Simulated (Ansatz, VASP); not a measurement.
Ru: VASP beside Ansatz

```
Ru
1.0
     2.68968    0.00000    0.00000
    -1.34484    2.32934    0.00000
     0.00000    0.00000    4.25238
Ru
2
Direct
  0.34336 0.68672 0.25000
  0.65664 0.31328 0.75000
```

Change from the starting cell: mode 4 frozen in at +0.000 Å and mode 5 at +0.047 Å (largest displacements).

Alike in both runs: task single point; functional PBEsol; k mesh 18 × 18 × 10; occupations gaussian, width 0.15 eV; no spin polarisation.

```csv
,VASP,Ansatz
version,VASP 6.6.1,Ansatz 0.2.0
potentials or method,"VASP PAW PBE potentials, release 64 (Ru_pv), cutoff 520 eV","scalar-relativistic, plane waves, PAW"
valence electrons in the cell,28,32
```

Ansatz gave:

| Item | Value |
| --- | --- |
| gap on the k mesh at the Fermi level (eV) | none |
| pressure (GPa) | 0.5 |
| traceless stress, the component that is largest in VASP (GPa) | -1.89 |
| rms of the force components (eV/Å) | 0.396 |

Question: Estimate VASP's values.

Answer: gap on the k mesh at the Fermi level (eV): none; pressure (GPa): 0.4; traceless stress, the component that is largest in VASP (GPa): -1.91; rms of the force components (eV/Å): 0.395.

VASP's potentials were made for PBE, not for PBEsol, and Ansatz warns of the same on its side. Atom by atom the forces differ by 0.000 eV/Å (rms over components). A gap of «none» marks a metal or a gap that the smearing closes. With one functional, cell and mesh, what is left measures potentials, basis and numerics. VASP's potentials hold 28 valence electrons a cell and Ansatz's 32, so a difference there can come from the potentials and not from the codes.
